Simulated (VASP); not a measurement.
Here is a VASP 6.6.1 calculation.

File INCAR:

```
SYSTEM = AlRu
ALGO     = Normal         ! electronic algorithm
EDIFF    = 1E-6           ! SCF threshold, eV
ENCUT    = 500            ! plane-wave cutoff, eV
GGA      = PE             ! functional
GGA_COMPAT= .False.      
ISIF     = 2              ! what is computed and relaxed
ISMEAR   = -1             ! smearing method
LASPH    = .True.         ! aspherical terms in the spheres
LCHARG   = .False.        ! write CHGCAR
LREAL    = .False.        ! projectors in reciprocal space
LWAVE    = .False.        ! write WAVECAR
NBANDS   = 16             ! bands
NELM     = 120            ! most SCF steps
PREC     = Accurate       ! precision mode
SIGMA    = 0.05           ! smearing width, eV
```

Contents of KPOINTS:

```
k-points
0
Gamma
  8 8 8
  0 0 0
```

The input POSCAR:

```
AlRu
1.0
    2.9916000000     -0.0149580000      0.0000000000
   -0.0149580000      2.9916000000      0.0000000000
    0.0000000000      0.0000000000      2.9916000000
Ru Al
1 1
Direct
    0.5000000000      0.5000000000      0.5000000000
    0.0000000000      0.0000000000      0.0000000000
```

Potentials or basis: VASP PAW PBE potentials, release 64 (Ru_pv, Al).

Run with:

```bash
$ cat potpaw_PBE.64/Ru_pv/POTCAR potpaw_PBE.64/Al/POTCAR > POTCAR
$ mpirun -np 1 vasp_std > vasp.out
```

**Question.** Predict the band gap on the k mesh.

**Answer.** Zero (an odd number of electrons rules out a gap without spin polarisation).

**Question.** What does it give for the pressure?

**Answer.** 3.0 GPa.

Stress tensor (GPa, compression positive):
```
2.95 1.30 0.00
1.30 2.95 0.00
0.00 0.00 2.95
```
